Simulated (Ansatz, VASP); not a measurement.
## One calculation of SiGe4, two programs

```
CELL_PARAMETERS angstrom
1.48345 0.85647 12.11228
-1.48345 0.85647 12.11228
0.00000 -1.71293 12.11228
ATOMIC_POSITIONS crystal
Si 0.00000 0.00000 0.00000
Ge 0.60000 0.60000 0.60000
Ge 0.20000 0.20000 0.20000
Ge 0.80000 0.80000 0.80000
Ge 0.40000 0.40000 0.40000
```

Alike in both runs: task single point; functional PBE; k mesh 6 × 6 × 6; occupations gaussian, width 0.1 eV; no spin polarisation.

```csv
,VASP,Ansatz
version,VASP 6.6.1,Ansatz 0.2.0
potentials or method,"VASP PAW PBE potentials, release 64 (Si, Ge_d), cutoff 520 eV","scalar-relativistic, plane waves, PAW"
valence electrons in the cell,60,60
```

|  | VASP | Ansatz | Ansatz less VASP |
| --- | --- | --- | --- |
| gap on the k mesh at the Fermi level (eV) | none | none | - |
| pressure (GPa) | 1.9 | 1.9 | -0.02 |
| traceless stress, the component that is largest in VASP (GPa) | -1.47 | -1.47 | +0.003 |
| rms of the force components (eV/Å) | 0.131 | 0.130 | -0.0008 |

Atom by atom the forces differ by 0.001 eV/Å (rms over components). A gap of «none» marks a metal or a gap that the smearing closes. The functional is the same, so the differences come from potentials, cutoffs and numerics.

The k mesh is coarse, so the values compare programs but aren't converged.
